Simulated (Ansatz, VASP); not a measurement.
## One calculation of MoS2, two programs

INCAR

```
SYSTEM = MoS2
PREC = Accurate
ENCUT = 520
EDIFF = 1E-7
ISMEAR = -1
SIGMA = 0.05
LREAL = .False.
LASPH = .True.
NELM = 60
ALGO = Normal
ISIF = 2
LWAVE = .False.
LCHARG = .False.
GGA = CA
NBANDS = 20
```

Contents of KPOINTS:

```
Automatic mesh
0
Gamma
  10 10 2
  0 0 0
```

POSCAR

```
MoS2
1.0
    3.1410920760      0.0000000000      0.0000000000
   -1.5705460380      2.7202655334      0.0000000000
    0.0000000000      0.0000000000     17.1003198802
Mo S
1 2
Direct
    0.0000000000      0.0000000000      0.0000000000
    0.3333333333      0.6666666667      0.9105070200
    0.3333333333      0.6666666667      0.0894929800
```

Contents of input.yaml:

```yaml
crystal:
  lattice:
    - [3.141092076, 0.0, 0.0]
    - [-1.570546038, 2.7202655334, 0.0]
    - [0.0, 0.0, 17.1003198802]
  atoms:
    - { symbol: Mo, position: [0.0, 0.0, 0.0] }
    - { symbol: S, position: [0.3333333333, 0.6666666667, 0.91050702] }
    - { symbol: S, position: [0.3333333333, 0.6666666667, 0.08949298] }
kpoints:
  mp_grid: { grid: [10, 10, 2] }
scf:
  occupations: { method: fermi_dirac, width: 0.05 }
hamiltonian:
  xc: lda
  pseudopotentials: { kind: all_electron, lapw: { basis_error: 0.002 } }
output:
  forces: true
  stress: true
  eigenvalues: true
```

Change from the starting cell: volume scaled by 0.96.

Alike in both runs: task single point; functional LDA; k mesh 10 × 10 × 2; occupations fermi-dirac, width 0.05 eV; no spin polarisation.

|  | VASP | Ansatz |
| --- | --- | --- |
| version | VASP 6.6.1 | Ansatz 0.2.0 |
| potentials or method | VASP PAW LDA potentials, release 64 (Mo_sv, S), cutoff 520 eV | all-electron LAPW, scalar-relativistic |

Ansatz gave:

```
gap on the k mesh at the Fermi level (eV) : 1.84
least direct gap on the mesh (eV)         : 2.04
rms of the force components (eV/Å)        : 0.146
```

Q: What did VASP give for the same quantities?

A: gap on the k mesh at the Fermi level (eV): 1.85; least direct gap on the mesh (eV): 2.04; rms of the force components (eV/Å): 0.151.

LDA's correlation is that of Perdew and Zunger in VASP and of Perdew and Wang (1992) in Ansatz. Atom by atom the forces differ by 0.005 eV/Å (rms over components). Ansatz ran all-electron here, and VASP with PAW potentials.
